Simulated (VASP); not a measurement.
# Nb3CdB (Pm-3m) in VASP: further runs, part 2 of 2

VASP 6.6.1. Earlier steps stand in the parts before.

### 3 Relaxation of cell and atoms, PBE

Input file INCAR:

```
SYSTEM = Nb3CdB
PREC     = Accurate       ! precision mode
ENCUT    = 600            ! plane-wave cutoff, eV
EDIFF    = 1E-7           ! SCF threshold, eV
ISMEAR   = 0              ! smearing method
SIGMA    = 0.1            ! smearing width, eV
LREAL    = .FALSE.        ! projectors in reciprocal space
LASPH    = .TRUE.         ! aspherical terms in the spheres
NELM     = 60             ! most SCF steps
ALGO     = Fast           ! electronic algorithm
ISIF     = 3              ! what is computed and relaxed
LWAVE    = .FALSE.        ! write WAVECAR
LCHARG   = .FALSE.        ! write CHGCAR
GGA      = PE             ! functional
IBRION   = 2              ! ionic algorithm
NSW      = 100            ! ionic steps
EDIFFG   = -0.01          ! ionic threshold
```

Input file KPOINTS:

```
Automatic mesh
0
G
  8 8 8
  0 0 0
```

Input file POSCAR:

```
Nb3CdB
1.0
    4.9149294568      0.0000000000      0.0000000000
    0.0000000000      4.9149294568      0.0000000000
    0.0000000000      0.0000000000      4.9149294568
Nb Cd B
3 1 1
Direct
    0.0000000000      0.5000000000      0.5000000000
    0.5000000000      0.0000000000      0.5000000000
    0.5000000000      0.5000000000      0.0000000000
    0.5000000000      0.5000000000      0.5000000000
    0.0000000000      0.0000000000      0.0000000000
```

Potentials or basis: VASP PAW PBE potentials, release 64 (Nb_sv, Cd, B).

The run is started by

```console
$ cat potpaw_PBE.64/Nb_sv/POTCAR potpaw_PBE.64/Cd/POTCAR potpaw_PBE.64/B/POTCAR > POTCAR
$ mpirun -np 1 vasp_std > vasp.out
```

OUTCAR:

```text
SYSTEM = Nb3CdB
   PREC = Accurate
   ENCUT = 600
   EDIFF = 1E-7
   ISMEAR = 0
   LREAL = .FALSE.
   LASPH = .TRUE.
   NELM = 60
   ISIF = 3
   GGA = PE
   IBRION = 2
   NSW = 100
   EDIFFG = -0.01

 ion  position               nearest neighbor table
   1  0.000  0.500  0.500-   4 2.46   4 2.46
   2  0.500  0.000  0.500-   4 2.46   4 2.46
   3  0.500  0.500  0.000-   4 2.46   4 2.46
   4  0.500  0.500  0.500-   1 2.46   2 2.46   3 2.46   3 2.46   2 2.46   1 2.46
   5  0.000  0.000  0.000-

  LATTYP: Found a simple cubic cell.
 ALAT       =     4.9149294568

  Lattice vectors:

 A1 = (   4.9149294568,   0.0000000000,   0.0000000000)
 A2 = (   0.0000000000,   4.9149294568,   0.0000000000)
 A3 = (   0.0000000000,   0.0000000000,   4.9149294568)

Analysis of symmetry for initial positions (statically):
=====================================================================
 Subroutine PRICEL returns:
 Original cell was already a primitive cell.

 Routine SETGRP: Setting up the symmetry group for a
 simple cubic supercell.

 Subroutine GETGRP returns: Found 48 space group operations
 (whereof 48 operations were pure point group operations)
 out of a pool of 48 trial point group operations.

The static configuration has the point symmetry O_h .

Analysis of symmetry for dynamics (positions and initial velocities):
=====================================================================
 Subroutine PRICEL returns:
 Original cell was already a primitive cell.

 Routine SETGRP: Setting up the symmetry group for a
 simple cubic supercell.

 Subroutine GETGRP returns: Found 48 space group operations
 (whereof 48 operations were pure point group operations)
 out of a pool of 48 trial point group operations.
[... 154 lines left out ...]
  ext. energy  EPLUGINS =         0.00000000
  ---------------------------------------------------
  free energy    TOTEN  =       -24.30736157 eV

  energy without entropy =      -24.29669943  energy(sigma->0) =      -24.30203050

------------------------ aborting loop EDIFF was not reached (unconverged)  ----------------------------

  FORCE on cell =-STRESS in cart. coord.  units (eV):
  Direction    XX          YY          ZZ          XY          YZ          ZX
  --------------------------------------------------------------------------------------
  -------------------------------------------------------------------------------------
  Total        0.5323630      0.5323630      0.5323630     -0.0000000     -0.0000000      0.0000000
  in kB        7.1840047      7.1840047      7.1840047     -0.0000000     -0.0000000      0.0000000
  external PRESSURE =       7.1840047 kB  Pullay stress =       0.0000000 kB
[... 26 lines left out ...]
--------------------------------------- Ionic step        2  -------------------------------------------

 number of electron      54.0000012 magnetization

------------------------ aborting loop because EDIFF is reached ----------------------------------------

  FORCE on cell =-STRESS in cart. coord.  units (eV):
  Direction    XX          YY          ZZ          XY          YZ          ZX
  --------------------------------------------------------------------------------------
  -------------------------------------------------------------------------------------
  Total       -0.5451408     -0.5451408     -0.5451408     -0.0000000     -0.0000000      0.0000000
  in kB       -7.2442305     -7.2442305     -7.2442305     -0.0000000     -0.0000000      0.0000000
  external PRESSURE =      -7.2442305 kB  Pullay stress =       0.0000000 kB
[... 26 lines left out ...]
--------------------------------------- Ionic step        3  -------------------------------------------

 number of electron      54.0000008 magnetization

 Free energy of the ion-electron system (eV)
  ---------------------------------------------------
  ext. energy  EPLUGINS =         0.00000000
  ---------------------------------------------------
  free energy    TOTEN  =       -24.30951525 eV

  energy without entropy =      -24.29860754  energy(sigma->0) =      -24.30406139

 E-fermi :   5.0163     XC(G=0): -10.2022

 val. band max:        5.0094605565   @ k =   0.5000   0.5000   0.2500
 cond. band min:       5.0485515808   @ k =   0.5000   0.5000   0.0000
 fundamental gap:      0.0390910243
 Fermi energy:         5.0163060816

 k-point     1 :       0.0000    0.0000    0.0000
  band No.  band energies     occupation
      1     -50.4618      2.00000
      2     -50.4365      2.00000
      3     -50.4365      2.00000
      4     -26.6006      2.00000
      5     -26.6006      2.00000
      6     -26.6006      2.00000
[... 829 lines left out ...]
     31       6.0506      0.00000
     32       6.0814      0.00000

 [... further k-points ...]

------------------------ aborting loop because EDIFF is reached ----------------------------------------

  FORCE on cell =-STRESS in cart. coord.  units (eV):
  Direction    XX          YY          ZZ          XY          YZ          ZX
  --------------------------------------------------------------------------------------
  -------------------------------------------------------------------------------------
  Total       -0.0360216     -0.0360216     -0.0360216     -0.0000000     -0.0000000     -0.0000000
  in kB       -0.4820328     -0.4820328     -0.4820328     -0.0000000     -0.0000000     -0.0000000
  external PRESSURE =      -0.4820328 kB  Pullay stress =       0.0000000 kB
[... 20 lines left out ...]
  FREE ENERGIE OF THE ION-ELECTRON SYSTEM (eV)
  ---------------------------------------------------
  free  energy   TOTEN  =       -24.3095152463 eV

  energy  without entropy=      -24.2986075355  energy(sigma->0) =      -24.30406139

 reached required accuracy - stopping structural energy minimisation
```

OSZICAR:

```text
N       E                     dE             d eps       ncg     rms          rms(c)
DAV:   1     0.663458763338E+03    0.66346E+03   -0.31557E+04  2240   0.186E+03
[... 107 lines left out ...]
RMM:  16    -0.243095160580E+02    0.45772E-06   -0.34442E-06  2711   0.751E-03    0.137E-02
RMM:  17    -0.243095143879E+02    0.16701E-05   -0.65591E-06  3093   0.940E-03    0.158E-02
RMM:  18    -0.243095143830E+02    0.49276E-08   -0.36856E-06  2654   0.684E-03    0.136E-02
RMM:  19    -0.243095143257E+02    0.57225E-07   -0.29094E-06  2617   0.625E-03    0.124E-02
RMM:  20    -0.243095149425E+02   -0.61681E-06   -0.14112E-06  2416   0.522E-03    0.122E-02
RMM:  21    -0.243095151665E+02   -0.22398E-06   -0.90062E-07  2058   0.393E-03    0.125E-02
RMM:  22    -0.243095152463E+02   -0.79737E-07   -0.76668E-07  2094   0.380E-03
   3 F= -.24309515E+02 E0= -.24304061E+02  d E =-.215368E-02
```

CONTCAR:

```text
Nb3CdB
   1.00000000000000
     4.9286984397671487   -0.0000000000000000    0.0000000000000000
    -0.0000000000000000    4.9286984397671487    0.0000000000000000
    -0.0000000000000000   -0.0000000000000000    4.9286984397671487
  Nb              Cd              B
     3     1     1
Direct
     0.0000000000000000    0.5000000000000000    0.5000000000000000
     0.5000000000000000    0.0000000000000000    0.5000000000000000
     0.5000000000000000    0.5000000000000000    0.0000000000000000
     0.5000000000000000    0.5000000000000000    0.5000000000000000
     0.0000000000000000    0.0000000000000000    0.0000000000000000

  0.00000000E+00  0.00000000E+00  0.00000000E+00
  0.00000000E+00  0.00000000E+00  0.00000000E+00
  0.00000000E+00  0.00000000E+00  0.00000000E+00
  0.00000000E+00  0.00000000E+00  0.00000000E+00
  0.00000000E+00  0.00000000E+00  0.00000000E+00
```

Run time: 47 min. Hardware: 1 thread of Intel Xeon 8259CL, shared host; peak memory 0.33 GiB.

Results:

```yaml
Free_energy: -24.3095 eV
Relaxed_volume: 23.95 Å³/atom
Relaxed_cell: a = 4.929 Å, b = 4.929 Å, c = 4.929 Å, α = 90.00°, β = 90.00°, γ = 90.00°
Space_group_after_relaxing_to_0.1_Å: Pm-3m (No. 221)
Energy_gained_by_relaxing: 0.4 meV/atom
Ionic_steps: 3
Pressure_after_relaxing: 0.0 GPa
Band_gap_on_the_k_mesh: zero (bands 27 and 28 overlap by 0.39 eV)
```

Step by step:
```csv
step,energy change (eV),largest force (eV/Å),pressure (GPa),volume (Å³)
1,0.0000,0.0000,0.72,118.73
2,-0.0005,0.0000,-0.72,120.57
3,-0.0022,0.0000,-0.05,119.73
```

Final structure:
```xyz
5
Lattice="4.9287 0.0000 0.0000 0.0000 4.9287 0.0000 0.0000 0.0000 4.9287" Properties=species:S:1:pos:R:3 pbc="T T T"
Nb    0.0000    2.4643    2.4643
Nb    2.4643    0.0000    2.4643
Nb    2.4643    2.4643    0.0000
Cd    2.4643    2.4643    2.4643
B     0.0000    0.0000    0.0000
```

The gap in the log of VASP goes by the Fermi energy; the results here count the filled bands.